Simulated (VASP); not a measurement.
Here is a VASP 6.6.1 calculation.

File INCAR:

```
PREC = Accurate
ENCUT = 600
EDIFF = 1E-7
ISMEAR = 0
SIGMA = 0.02
LREAL = False
LASPH = True
NELM = 80
ALGO = Normal
ISIF = 4
LWAVE = False
LCHARG = False
GGA = CA
IBRION = 2
NSW = 50
EDIFFG = -0.01
```

File KPOINTS:

```
regular mesh
0
Gamma
  8 8 6
```

POSCAR

```
AlGaN2
1.0
    3.1461328943      0.0000000000      0.0000000000
    0.0000000000      3.1461328943      0.0000000000
    0.0000000000      0.0000000000      4.4277422218
Al Ga N
1 1 2
Direct
    0.5000000000      0.5000000000      0.5000000000
    0.0000000000      0.0000000000      0.0000000000
    0.5000000000      0.0000000000      0.7400513253
    0.0000000000      0.5000000000      0.2599486747
```

Potentials or basis: VASP PAW LDA potentials, release 64 (Al, Ga_d, N).

Run with:

```console
$ cat potpaw_LDA.64/Al/POTCAR potpaw_LDA.64/Ga_d/POTCAR potpaw_LDA.64/N/POTCAR > POTCAR
$ mpirun -np 1 vasp_std > vasp.out
```

Problem. Predict the band gap on the k mesh.

Solution. 2.84 eV.

Final structure:
```cif
data_structure
_symmetry_space_group_name_H-M 'P 1'
_symmetry_Int_Tables_number 1
_cell_length_a 3.1458
_cell_length_b 3.1458
_cell_length_c 4.4286
_cell_angle_alpha 90.000
_cell_angle_beta 90.000
_cell_angle_gamma 90.000
_cell_volume 43.83
loop_
_atom_site_label
_atom_site_type_symbol
_atom_site_fract_x
_atom_site_fract_y
_atom_site_fract_z
_atom_site_occupancy
Al1 Al 0.50000 0.50000 0.50000 1
Ga1 Ga 0.00000 0.00000 0.00000 1
N1 N 0.50000 0.00000 0.73980 1
N2 N 0.00000 0.50000 0.26020 1
```

A k mesh can miss the band edges.
